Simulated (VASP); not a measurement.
# TiO2 (I4_1/amd) in VASP: single point with LDA

Aim: the single point of TiO2 with LDA.

Program: VASP 6.6.1. These are calculated values, not measurements. Logs are shortened: lines on timing, memory, paths and dates and some standing lists are left out, and cuts for length are marked.

### 1 The cell of the first run

The structure is tetragonal, space group I4_1/amd (No. 141). The conventional cell has a = 3.778 Å, b = 3.778 Å, c = 9.583 Å, α = 90.00°, β = 90.00°, γ = 90.00°. Within 2.6 Å of Ti (site symmetry -4m2) lie 6 O at 1.93 to 1.99 Å. O (site symmetry 2mm) has 3 Ti at 1.93 to 1.99 Å and 2 O at 2.46 Å within 2.6 Å.

### 2 Single point, LDA

File INCAR:

```
SYSTEM = TiO2
ALGO     = Normal         ! electronic algorithm
EDIFF    = 1E-6           ! SCF threshold, eV
ENCUT    = 520            ! plane-wave cutoff, eV
GGA      = CA             ! functional
ISIF     = 2              ! what is computed and relaxed
ISMEAR   = 0              ! smearing method
LASPH    = .TRUE.         ! aspherical terms in the spheres
LCHARG   = .FALSE.        ! write CHGCAR
LREAL    = .FALSE.        ! projectors in reciprocal space
LWAVE    = .FALSE.        ! write WAVECAR
NBANDS   = 33             ! bands
NELM     = 100            ! most SCF steps
PREC     = Accurate       ! precision mode
SIGMA    = 0.01           ! smearing width, eV
```

File KPOINTS:

```
k-points
0
G
  8 8 8
  0 0 0
```

File POSCAR:

```
TiO2
1.0
   -1.8888988140      1.8888988140      4.7917154373
    1.8888988140     -1.8888988140      4.7917154373
    1.8888988140      1.8888988140     -4.7917154373
Ti O
2 4
Direct
    0.7500000000      0.2500000000      0.5000000000
    0.0000000000      0.0000000000      0.0000000000
    0.5427139635      0.0427139635      0.5000000000
    0.7927139635      0.7927139635      0.0000000000
    0.2072860365      0.2072860365      0.0000000000
    0.9572860365      0.4572860365      0.5000000000
```

Potentials or basis: VASP PAW LDA potentials, release 64 (Ti_sv, O).

Run with:

```bash
> cat potpaw_LDA.64/Ti_sv/POTCAR potpaw_LDA.64/O/POTCAR > POTCAR
> mpirun -np 1 vasp_std > vasp.out
```

OUTCAR:

```text
SYSTEM = TiO2
   EDIFF = 1E-6
   ENCUT = 520
   GGA = CA
   ISIF = 2
   ISMEAR = 0
   LASPH = .TRUE.
   LREAL = .FALSE.
   NELM = 100
   PREC = Accurate

 ion  position               nearest neighbor table
   1  0.750  0.250  0.500-   4 1.93   5 1.93   4 1.93   5 1.93   3 1.99   6 1.99
   2  0.000  0.000  0.000-   3 1.93   6 1.93   3 1.93   6 1.93   5 1.99   4 1.99
   3  0.543  0.043  0.500-   2 1.93   2 1.93   1 1.99
   4  0.793  0.793  0.000-   1 1.93   1 1.93   2 1.99
   5  0.207  0.207  0.000-   1 1.93   1 1.93   2 1.99
   6  0.957  0.457  0.500-   2 1.93   2 1.93   1 1.99

  LATTYP: Found a body centered tetragonal cell.
 ALAT       =     3.7777976280
 C/A-ratio  =     2.5367771962

  Lattice vectors:

 A1 = (  -1.8888988140,   1.8888988140,   4.7917154373)
 A2 = (   1.8888988140,  -1.8888988140,   4.7917154373)
 A3 = (   1.8888988140,   1.8888988140,  -4.7917154373)

Analysis of symmetry for initial positions (statically):
=====================================================================
 Subroutine PRICEL returns:
 Original cell was already a primitive cell.

 Routine SETGRP: Setting up the symmetry group for a
 body centered tetragonal supercell.

 Subroutine GETGRP returns: Found 16 space group operations
 (whereof  8 operations were pure point group operations)
 out of a pool of 16 trial point group operations.

The static configuration has the point symmetry D_2d.
 The point group associated with its full space group is D_4h.

Analysis of symmetry for dynamics (positions and initial velocities):
=====================================================================
 Subroutine PRICEL returns:
 Original cell was already a primitive cell.

 Routine SETGRP: Setting up the symmetry group for a
 body centered tetragonal supercell.

 Subroutine GETGRP returns: Found 16 space group operations
 (whereof  8 operations were pure point group operations)
 out of a pool of 16 trial point group operations.

The dynamic configuration has the point symmetry D_2d.
 The point group associated with its full space group is D_4h.

 Subroutine INISYM returns: Found 16 space group operations
 (whereof  8 operations are pure point group operations),
 and found     1 'primitive' translations

----------------------------------------------------------------------------------------

                                     Primitive cell

  volume of cell :      68.3862

  direct lattice vectors                    reciprocal lattice vectors
    -1.888898814  1.888898814  4.791715437     0.000000000  0.264704491  0.104346764
     1.888898814 -1.888898814  4.791715437     0.264704491  0.000000000  0.104346764
     1.888898814  1.888898814 -4.791715437     0.264704491  0.264704491  0.000000000

  length of vectors
     5.486019895  5.486019895  5.486019895     0.284528935  0.284528935  0.374348682

  position of ions in fractional coordinates (direct lattice)
     0.750000000  0.250000000  0.500000000
     0.000000000  0.000000000  0.000000000
     0.542713963  0.042713963  0.500000000
     0.792713963  0.792713963  0.000000000
     0.207286037  0.207286037  0.000000000
     0.957286037  0.457286037  0.500000000

  ion indices of the primitive-cell ions
   primitive index   ion index
                 1           1
                 2           2
                 3           3
                 4           4
                 5           5
                 6           6

----------------------------------------------------------------------------------------

 KPOINTS: k-points

Automatic generation of k-mesh.
 Grid dimensions read from file:
 generate k-points for:    8    8    8

 Generating k-lattice:

  Cartesian coordinates                     Fractional coordinates (reciprocal lattice)
     0.000000000  0.033088061  0.013043346     0.125000000  0.000000000  0.000000000
     0.033088061  0.000000000  0.013043346     0.000000000  0.125000000  0.000000000
     0.033088061  0.033088061  0.000000000     0.000000000  0.000000000  0.125000000

  Length of vectors
     0.035566117  0.035566117  0.046793585

  Shift w.r.t. Gamma in fractional coordinates (k-lattice)
     0.000000000  0.000000000  0.000000000

 Subroutine IBZKPT returns following result:
 ===========================================

 Found     59 irreducible k-points:

 Following reciprocal coordinates:
            Coordinates               Weight
  0.000000  0.000000  0.000000      1.000000
  0.125000  0.000000 -0.000000      8.000000
  0.250000  0.000000 -0.000000      8.000000
  0.375000  0.000000 -0.000000      8.000000
  0.500000  0.000000 -0.000000      4.000000
  0.125000  0.125000 -0.000000      8.000000
[... 16 lines left out ...]
  0.250000  0.125000  0.125000     16.000000
  0.375000  0.125000  0.125000      8.000000
 [... further k-points ...]
   k-points           NKPTS =     59   k-points in BZ     NKDIM =     59   number of bands    NBANDS=     33
   number of dos      NEDOS =    301   number of ions     NIONS =      6
   total plane-waves  NPLWV =  74088
   dimension x,y,z NGX =    42 NGY =   42 NGZ =   42
   dimension x,y,z NGXF=    84 NGYF=   84 NGZF=   84
   ions per type =               2   4
   NGX,Y,Z   is equivalent  to a cutoff of  12.73, 12.73, 12.73 a.u.
   NGXF,Y,Z  is equivalent  to a cutoff of  25.45, 25.45, 25.45 a.u.
 SYSTEM =  TiO2
   PREC   = accura    normal or accurate (medium, high low for compatibility)
   ISTART =      0    job   : 0-new  1-cont  2-samecut
   ICHARG =      2    charge: 1-file 2-atom 10-const
   ISPIN  =      1    spin polarized calculation?
   LNONCOLLINEAR =      F non collinear calculations
   LSORBIT =      F    spin-orbit coupling
   LASPH  =      T    aspherical Exc in radial PAW
   ENCUT  =  520.0 eV  38.22 Ry    6.18 a.u.  10.20 10.20 10.20*2*pi/ulx,y,z
   NELM   =    100;   NELMIN=  2; NELMDL= -5     # of ELM steps
   EDIFF  = 0.1E-05   stopping-criterion for ELM
   LREAL  =      F    real-space projection
   EDIFFG = 0.1E-04   stopping-criterion for IOM
   NSW    =      0    number of steps for IOM
   IBRION =     -1    ionic relax: 0-MD 1-quasi-New 2-CG
   NFREE  =      0    steps in history (QN), initial steepest desc. (CG)
   ISIF   =      2    stress and relaxation
   ISYM   =      2    0-nonsym 1-usesym 2-fastsym
   POTIM  = 0.5000    time-step for ionic-motion
   TEBEG  =    0.0;   TEEND  =   0.0 temperature during run
   PSTRESS=    0.0 pullay stress
   NELECT =      48.0000    total number of electrons
   NUPDOWN=      -1.0000    fix difference up-down
   EMIN   =  10.00;   EMAX   =-10.00  energy-range for DOS
   EFERMI =   0.00;   METHOD = LEGACY
   ISMEAR =     0;   SIGMA  =   0.01  broadening in eV -4-tet -1-fermi 0-gaus
   EFERMI_NEDOS =   21; number of points for ismear=-14 and -15
   IALGO  =     38    algorithm
   IMIX   =      4    mixing-type and parameters
     AMIX     =   0.40;   BMIX     =  1.00
     AMIX_MAG =   1.60;   BMIX_MAG =  1.00
  volume/ion in A,a.u.               =      11.40        76.92
  Fermi-wavevector in a.u.,A,eV,Ry     =   1.454898  2.749358 28.799822  2.116727
  Thomas-Fermi vector in A             =   2.571995
   LORBIT       =      0    0 simple, 1 ext, 2 COOP (PROOUT), +10 PAW based schemes
   GGA     = CA    functional components
   LHFCALC =     F    Hartree Fock is set to
   AEXX    =    0.0000 exact exchange contribution
   IVDW    =     0    specifies the selected vdW correction
   LEPSILON=     F    determine dielectric tensor
   LRPA    =     F    only Hartree local field effects (RPA)
 non-spin polarized calculation
 Gauss-broadening in eV      SIGMA  =   0.01
  energy-cutoff  :      520.00
  volume of cell :       68.39
 maximum number of plane-waves:      1858
 NGX is ok and might be reduce to    42
   NGX = 21   NGY = 21   NGZ = 21

 number of electron      47.9999993 magnetization

 Free energy of the ion-electron system (eV)
  ---------------------------------------------------
  ext. energy  EPLUGINS =         0.00000000
  ---------------------------------------------------
  free energy    TOTEN  =       -58.80404311 eV

  energy without entropy =      -58.80404311  energy(sigma->0) =      -58.80404311

 E-fermi :   3.0876     XC(G=0): -11.3211

 val. band max:        3.0186923421   @ k =  -0.3750   0.3750   0.0000
 cond. band min:       5.0743710684   @ k =   0.0000   0.0000   0.0000
 fundamental gap:      2.0556787263
 Fermi energy:         3.0876323510

 k-point     1 :       0.0000    0.0000    0.0000
  band No.  band energies     occupation
      1     -52.6058      2.00000
      2     -52.5433      2.00000
      3     -29.4816      2.00000
      4     -29.2327      2.00000
      5     -29.2327      2.00000
      6     -29.1604      2.00000
[... 25 lines left out ...]
     32       8.3566      0.00000
     33       8.4288      0.00000

 k-point     2 :       0.1250    0.0000   -0.0000
  band No.  band energies     occupation
      1     -52.6037      2.00000
      2     -52.5447      2.00000
      3     -29.4770      2.00000
      4     -29.2530      2.00000
      5     -29.2342      2.00000
      6     -29.1689      2.00000
[... 25 lines left out ...]
     32       8.5525      0.00000
     33       8.8160      0.00000

 k-point     3 :       0.2500    0.0000   -0.0000
  band No.  band energies     occupation
      1     -52.5980      2.00000
      2     -52.5486      2.00000
      3     -29.4660      2.00000
      4     -29.2999      2.00000
      5     -29.2374      2.00000
      6     -29.1862      2.00000
[... 25 lines left out ...]
     32       8.9283      0.00000
     33       9.2800      0.00000

 k-point     4 :       0.3750    0.0000   -0.0000
  band No.  band energies     occupation
      1     -52.5912      2.00000
      2     -52.5537      2.00000
      3     -29.4548      2.00000
      4     -29.3468      2.00000
      5     -29.2402      2.00000
      6     -29.1973      2.00000
[... 25 lines left out ...]
     32       9.1084      0.00000
     33       9.5010      0.00000

 k-point     5 :       0.5000    0.0000   -0.0000
  band No.  band energies     occupation
      1     -52.5877      2.00000
      2     -52.5565      2.00000
      3     -29.4492      2.00000
      4     -29.3676      2.00000
      5     -29.2412      2.00000
      6     -29.1992      2.00000
[... 604 lines left out ...]
 k-point    22 :       0.1250    0.1250    0.1250
  band No.  band energies     occupation
      1     -52.5925      2.00000
      2     -52.5517      2.00000
      3     -29.4642      2.00000
      4     -29.3295      2.00000
      5     -29.2678      2.00000
      6     -29.2132      2.00000
[... 25 lines left out ...]
     32       9.6449      0.00000
     33      10.0021      0.00000

 k-point    23 :       0.2500    0.1250    0.1250
  band No.  band energies     occupation
      1     -52.5857      2.00000
      2     -52.5568      2.00000
      3     -29.4539      2.00000
      4     -29.3688      2.00000
      5     -29.2760      2.00000
      6     -29.2309      2.00000
[... 25 lines left out ...]
     32       9.6943      0.00000
     33      10.2183      0.00000

 k-point    24 :       0.3750    0.1250    0.1250
  band No.  band energies     occupation
      1     -52.5819      2.00000
      2     -52.5598      2.00000
      3     -29.4481      2.00000
      4     -29.3882      2.00000
      5     -29.2779      2.00000
      6     -29.2373      2.00000
[... 25 lines left out ...]
     32       9.6719      0.00000
     33      10.2692      0.00000

 [... further k-points ...]
[... 5 lines left out ...]
  --------------------------------------------------------------------------------------
  -------------------------------------------------------------------------------------
  Total       -2.5718252     -2.5718252     -2.5416327      0.0000000      0.0000000      0.0000000
  in kB      -60.2536871    -60.2536871    -59.5463271      0.0000000      0.0000000      0.0000000
  external PRESSURE =     -60.0179004 kB  Pullay stress =       0.0000000 kB

 VOLUME and BASIS-vectors are now :
 -----------------------------------------------------------------------------
  energy-cutoff  :      520.00
  volume of cell :       68.39
      direct lattice vectors                 reciprocal lattice vectors
    -1.888898814  1.888898814  4.791715437     0.000000000  0.264704491  0.104346764
     1.888898814 -1.888898814  4.791715437     0.264704491  0.000000000  0.104346764
     1.888898814  1.888898814 -4.791715437     0.264704491  0.264704491  0.000000000

 POSITION                                       TOTAL-FORCE (eV/Angst)
 -----------------------------------------------------------------------------------
      0.00000      1.88890      2.39586        -0.000000     -0.000000     -0.000000
      0.00000      0.00000      0.00000        -0.000000     -0.000000     -0.000000
     -0.00000      1.88890      0.40935         0.000000     -0.000000      0.099630
      0.00000      0.00000      7.59692        -0.000000      0.000000      0.099630
      0.00000      0.00000      1.98651        -0.000000      0.000000     -0.099630
      0.00000      1.88890      4.38237         0.000000     -0.000000     -0.099630
 -----------------------------------------------------------------------------------
    total drift:                                0.000000     -0.000000      0.000000

  FREE ENERGIE OF THE ION-ELECTRON SYSTEM (eV)
  ---------------------------------------------------
  free  energy   TOTEN  =       -58.8040431122 eV

  energy  without entropy=      -58.8040431122  energy(sigma->0) =      -58.80404311
```

It took 5.7 min on 1 thread of AMD EPYC 7R43 (Zen 3), shared host; peak memory 0.23 GiB.

What came out:

* Free energy: -58.8040 eV
* Pressure: -6.0 GPa
* Largest force: 0.100 eV/Å
* Band gap on the k mesh: 2.06 eV, indirect (least direct gap 2.35 eV)

Forces on the atoms (eV/Å):
```
Ti   0.000  0.000  0.000
Ti   0.000  0.000  0.000
O    0.000  0.000  0.100
O    0.000  0.000  0.100
O    0.000  0.000 -0.100
O    0.000  0.000 -0.100
```
